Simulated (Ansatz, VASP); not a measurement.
# Two plane-wave programs on BN

```
B N
1.0
     0.00000    1.84739    1.84739
     1.84739    0.00000    1.84739
     1.84739    1.84739    0.00000
B N
1 1
Direct
  0.50000 0.50000 0.50000
  0.00000 0.00000 0.00000
```

Alike in both runs: task single point; functional PBE; k mesh 8 × 8 × 8; occupations gaussian, width 0.1 eV; no spin polarisation.

|  | VASP | Ansatz |
| --- | --- | --- |
| version | VASP 6.6.1 | Ansatz 0.2.0 |
| potentials or method | VASP PAW PBE potentials, release 64 (B, N), cutoff 600 eV | scalar-relativistic, plane waves, PAW |
| valence electrons in the cell | 8 | 8 |

```tsv
	VASP	Ansatz	Ansatz less VASP
gap on the k mesh at the Fermi level (eV)	0.14	0.14	+0.003
least direct gap on the mesh (eV)	4.84	4.85	+0.005
pressure (GPa)	-44.3	-43.9	+0.45
```

Both programs put the cell under strong tension, so it lies far from rest at this level. The functional is the same, so the differences come from potentials, cutoffs and numerics.

Noted on VASP's run: the cell as given lies far from equilibrium.
